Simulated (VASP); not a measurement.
# Fe (Im-3m) in VASP: single point with PBE

Aim: the single point of Fe with PBE.

Program: VASP 6.6.1. These are calculated values, not measurements. Logs are shortened: lines on timing, memory, paths and dates and some standing lists are left out, and cuts for length are marked.

## Step 1: The cell of the first run

The structure is cubic, space group Im-3m (No. 229). The conventional cell has a = 2.917 Å, b = 2.917 Å, c = 2.917 Å, α = 90.00°, β = 90.00°, γ = 90.00°. Fe (site symmetry m-3m) has 14 Fe at 2.53 to 2.92 Å within 3.3 Å.

## Step 2: Single point, PBE, non-collinear spin, typed start, spin-orbit coupling

The input, INCAR:

```
PREC = Accurate ; ENCUT = 540
EDIFF = 1E-6 ; ISMEAR = 0
SIGMA = 0.1 ; LREAL = False
LASPH = True ; NELM = 300
ALGO = All ; ISIF = 2
LWAVE = False ; LCHARG = False
MAGMOM = 0 0 2.2 ; LORBIT = 11
LSORBIT = True ; GGA_COMPAT = False
LORBMOM = True ; LMAXMIX = 4
GGA = PE ; NBANDS = 19
ISEARCH = 1 ; KPAR = 4
```

The input, KPOINTS:

```
Automatic mesh
0
Gamma
  5 5 5
```

The input, POSCAR:

```
Fe
1.0
   -1.4585000000      1.4585000000      1.4585000000
    1.4585000000     -1.4585000000      1.4585000000
    1.4585000000      1.4585000000     -1.4585000000
Fe
1
Direct
    0.0000000000      0.0000000000      0.0000000000
```

Potentials or basis: VASP PAW PBE potentials, release 64 (Fe).

Launch:

```bash
cat potpaw_PBE.64/Fe/POTCAR > POTCAR
mpirun -np 4 vasp_ncl > vasp.out
```

OUTCAR:

```text
PREC = Accurate
   ENCUT = 540
   EDIFF = 1E-6
   ISMEAR = 0
   LREAL = False
   LASPH = True
   NELM = 300
   ISIF = 2
   LORBIT = 11
   LSORBIT = True
   GGA = PE

 ion  position               nearest neighbor table
   1  0.000  0.000  0.000-

  LATTYP: Found a body centered cubic cell.
 ALAT       =     2.9170000000

  Lattice vectors:

 A1 = (  -1.4585000000,   1.4585000000,   1.4585000000)
 A2 = (   1.4585000000,  -1.4585000000,   1.4585000000)
 A3 = (   1.4585000000,   1.4585000000,  -1.4585000000)

Analysis of symmetry for initial positions (statically):
=====================================================================
 Subroutine PRICEL returns:
 Original cell was already a primitive cell.

 Routine SETGRP: Setting up the symmetry group for a
 body centered cubic supercell.

 Subroutine GETGRP returns: Found 48 space group operations
 (whereof 48 operations were pure point group operations)
 out of a pool of 48 trial point group operations.

The static configuration has the point symmetry O_h .

Analysis of symmetry for dynamics (positions and initial velocities):
=====================================================================
 Subroutine PRICEL returns:
 Original cell was already a primitive cell.

 Routine SETGRP: Setting up the symmetry group for a
 body centered cubic supercell.

 Subroutine GETGRP returns: Found 48 space group operations
 (whereof 48 operations were pure point group operations)
 out of a pool of 48 trial point group operations.

The dynamic configuration has the point symmetry O_h .

Analysis of structural, dynamic, and magnetic symmetry:
=====================================================================
 Subroutine PRICEL returns:
 Original cell was already a primitive cell.

 Routine SETGRP: Setting up the symmetry group for a
 body centered cubic supercell.

 Subroutine GETGRP returns: Found  8 space group operations
 (whereof  8 operations were pure point group operations)
 out of a pool of 48 trial point group operations.

The overall configuration has the point symmetry C_4h.

 Subroutine INISYM returns: Found  8 space group operations
 (whereof  8 operations are pure point group operations),
 and found     1 'primitive' translations

----------------------------------------------------------------------------------------

                                     Primitive cell

  volume of cell :      12.4102

[... 142 lines left out ...]
      1      -2.9680      1.00000
      2      -2.8091      1.00000
      3       2.7562      1.00000
      4       2.7835      1.00000
      5       2.8147      1.00000
      6       3.8219      1.00000
[... 439 lines left out ...]
      6       4.4180      1.00000
[... 11 lines left out ...]
     18      20.9581      0.00000
     19      21.5160      0.00000

------------------------ aborting loop because EDIFF is reached ----------------------------------------

  FORCE on cell =-STRESS in cart. coord.  units (eV):
  Direction    XX          YY          ZZ          XY          YZ          ZX
  --------------------------------------------------------------------------------------
  -------------------------------------------------------------------------------------
  Total       -0.8558696     -0.8558696     -0.8628076     -0.0000002      0.0000000      0.0000000
  in kB     -110.4940521   -110.4940521   -111.3897543     -0.0000195      0.0000000      0.0000000
  external PRESSURE =    -110.7926195 kB  Pullay stress =       0.0000000 kB

 VOLUME and BASIS-vectors are now :
 -----------------------------------------------------------------------------
  energy-cutoff  :      540.00
  volume of cell :       12.41
      direct lattice vectors                 reciprocal lattice vectors
    -1.458500000  1.458500000  1.458500000     0.000000000  0.342817964  0.342817964
     1.458500000 -1.458500000  1.458500000     0.342817964  0.000000000  0.342817964
     1.458500000  1.458500000 -1.458500000     0.342817964  0.342817964  0.000000000

 POSITION                                       TOTAL-FORCE (eV/Angst)
 -----------------------------------------------------------------------------------
      0.00000      0.00000      0.00000         0.000000      0.000000      0.000000
 -----------------------------------------------------------------------------------
    total drift:                                0.000000     -0.000000      0.000000

  FREE ENERGIE OF THE ION-ELECTRON SYSTEM (eV)
  ---------------------------------------------------
  free  energy   TOTEN  =        -8.1449219993 eV

  energy  without entropy=       -8.1365813014  energy(sigma->0) =       -8.14075165

 orbital moment (x)

 # of ion     p       d       tot
 ----------------------------------------
  1        -0.000   0.000   0.000
 ----------------------------------------
           -0.000   0.000   0.000

 orbital moment (y)

 # of ion     p       d       tot
 ----------------------------------------
  1        -0.000   0.000   0.000
 ----------------------------------------
           -0.000   0.000   0.000

 orbital moment (z)

 # of ion     p       d       tot
 ----------------------------------------
  1         0.000   0.052   0.052
 ----------------------------------------
            0.000   0.052   0.052

 Spin-Orbit-Coupling matrix elements

 Ion:    1  E_soc:     -0.0136109
 l=   1
     0.0000000    -0.0003246    -0.0002823
    -0.0003246     0.0000000    -0.0003246
    -0.0002823    -0.0003246     0.0000000
 l=   2
     0.0000000    -0.0005185     0.0000000    -0.0005185    -0.0011828
    -0.0005185     0.0000000    -0.0011916    -0.0004708    -0.0004001
     0.0000000    -0.0011916     0.0000000    -0.0011916     0.0000000
    -0.0005185    -0.0004708    -0.0011916     0.0000000    -0.0004001
    -0.0011828    -0.0004001     0.0000000    -0.0004001     0.0000000
 l=   3
     0.0000000     0.0000000     0.0000000     0.0000000     0.0000000     0.0000000     0.0000000
     0.0000000     0.0000000     0.0000000     0.0000000     0.0000000     0.0000000     0.0000000
     0.0000000     0.0000000     0.0000000     0.0000000     0.0000000     0.0000000     0.0000000
     0.0000000     0.0000000     0.0000000     0.0000000     0.0000000     0.0000000     0.0000000
     0.0000000     0.0000000     0.0000000     0.0000000     0.0000000     0.0000000     0.0000000
     0.0000000     0.0000000     0.0000000     0.0000000     0.0000000     0.0000000     0.0000000
     0.0000000     0.0000000     0.0000000     0.0000000     0.0000000     0.0000000     0.0000000

 total charge

# of ion       s       p       d       tot
------------------------------------------
    1        0.451   0.471   6.178   7.100

 magnetization (x)

# of ion       s       p       d       tot
------------------------------------------
    1       -0.000   0.000   0.000  -0.000

 magnetization (y)

# of ion       s       p       d       tot
------------------------------------------
    1        0.000  -0.000   0.000  -0.000

 magnetization (z)

# of ion       s       p       d       tot
------------------------------------------
    1       -0.015  -0.039   2.465   2.411
```

OSZICAR:

```text
N       E                     dE             d eps       ncg     rms           ort
DAV:   1     0.383817224488E+02    0.38382E+02   -0.44239E+03   399   0.139E+03
DAV:   2    -0.757075383812E+01   -0.45952E+02   -0.40240E+02   399   0.201E+02
DAV:   3    -0.921549472065E+01   -0.16447E+01   -0.15567E+01   399   0.493E+01
[... 56 lines left out ...]
CGA:  60    -0.814491941779E+01   -0.98098E-06   -0.98639E-06   399   0.219E-04  -0.199E-05
CGA:  61    -0.814492052451E+01   -0.11067E-05   -0.10821E-05   399   0.117E-04  -0.254E-05
 trl  62    -0.814492151541E+01   -0.99090E-06   -0.10436E-05   399   0.103E-04  -0.312E-05
CGA:  63    -0.814492155308E+01   -0.10286E-05   -0.10436E-05   399   0.121E-04  -0.949E-06
CGA:  64    -0.814492199928E+01   -0.44620E-06   -0.42465E-06   399   0.604E-05  -0.587E-06
   1 F= -.81449220E+01 E0= -.81407517E+01  d E =-.834070E-02  mag=     0.0000    -0.0000     2.4098
```

It took 30 s on 4 MPI ranks of AMD EPYC 9R45 (Zen 5), shared host; peak memory 0.13 GiB.

Results:

| Property | Result |
| --- | --- |
| Free energy | -8.1449 eV |
| Pressure | -11.1 GPa |
| Net moment | 2.41 μB per cell |
| Valence electrons inside the program's atomic spheres | Fe 7.10 |

Stress tensor (GPa, compression positive):
```
-11.05   0.00   0.00
  0.00 -11.05   0.00
  0.00   0.00 -11.14
```

Moments on the atoms (μB; x, y, z):
```
Fe  0.00 0.00 2.41
```

Caveat: the k points lie up to 0.61 Å⁻¹ apart.
